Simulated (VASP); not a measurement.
A run of VASP 6.6.1:

Contents of POSCAR:

```
PbS
1.0
    2.0134000000      1.1624370320      3.7269333333
   -2.0134000000      1.1624370320      3.7269333333
    0.0000000000     -2.3248740640      3.7269333333
Pb S
1 1
Direct
    0.9781509158      0.9781509158      0.9781509158
    0.4774504142      0.4774504142      0.4774504142
```

The input INCAR.step1:

```
PREC = Accurate ; ENCUT = 520
ISMEAR = 0 ; SIGMA = 0.05
LREAL = F ; LASPH = T
NELM = 60 ; NBANDS = 17
GGA = PE ; ALGO = Normal
EDIFF = 1E-4 ; LWAVE = T
LCHARG = F
```

INCAR.step2

```
PREC = Accurate ; ENCUT = 520
EDIFF = 1E-6 ; ISMEAR = 0
SIGMA = 0.05 ; LREAL = F
LASPH = T ; NELM = 60
ALGO = Normal ; ISIF = 2
LWAVE = F ; LCHARG = F
METAGGA = R2SCAN ; LMIXTAU = T
NBANDS = 17 ; ISTART = 1
```

File KPOINTS:

```
Automatic mesh
0
Gamma
  9 9 9
```

Potentials or basis: VASP PAW PBE potentials, release 64 (Pb_d, S).

Launch:

```console
$ cat potpaw_PBE.64/Pb_d/POTCAR potpaw_PBE.64/S/POTCAR > POTCAR
$ cp INCAR.step1 INCAR
$ mpirun -np 1 vasp_std > vasp.out
$ cp INCAR.step2 INCAR
$ mpirun -np 1 vasp_std > vasp.out
```

Hardware: 1 thread of Intel(R) Xeon(R) 6975P-C (Granite Rapids), with other jobs on the host.

**Question.** Estimate the wall time of this run.

**Answer.** Run time: 2.3 min on 1 thread of Intel(R) Xeon(R) 6975P-C (Granite Rapids), with other jobs on the host, peak memory 0.26 GiB. Counts: k points 85.
